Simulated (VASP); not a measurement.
Input of a VASP 6.6.1 run:

Contents of INCAR:

```
SYSTEM = CdF2
ALGO = Normal
EDIFF = 1E-7
EDIFFG = -0.002
ENCUT = 600
GGA = PS
IBRION = 2
ISIF = 3
ISMEAR = 0
LASPH = .True.
LCHARG = .False.
LREAL = .False.
LWAVE = .False.
NELM = 80
NSW = 100
PREC = Accurate
PSTRESS = 40.0
SIGMA = 0.01
```

KPOINTS

```
k-points
0
Gamma
  8 8 8
  0 0 0
```

File POSCAR:

```
CdF2
1.0
    2.6921155975      2.6921155975      0.0000000000
   -2.6921155975      2.6921155975      0.0000000000
    0.0000000000      2.6921155975      2.6921155975
Cd F
1 2
Direct
    0.0000000000      0.0000000000      0.0000000000
    0.2500000000      0.7500000000      0.5000000000
    0.7500000000      0.2500000000      0.5000000000
```

Potentials or basis: VASP PAW PBE potentials, release 64 (Cd, F).

Launch:

```sh
$ cat potpaw_PBE.64/Cd/POTCAR potpaw_PBE.64/F/POTCAR > POTCAR
$ mpirun -np 1 vasp_std > vasp.out
```

Estimate the space group after relaxing (to 0.1 Å).

Fm-3m (No. 225).

Predict the relaxed cell.

a = 3.771 Å, b = 3.771 Å, c = 3.771 Å, α = 60.00°, β = 60.00°, γ = 90.00°.

Final structure:
```xyz
3
Lattice="2.6667 2.6667 0.0000 -2.6667 2.6667 0.0000 0.0000 2.6667 2.6667" Properties=species:S:1:pos:R:3 pbc="T T T"
Cd    0.0000    2.6667    2.6667
F    -1.3334    4.0001    1.3334
F     1.3334    4.0001    1.3334
```
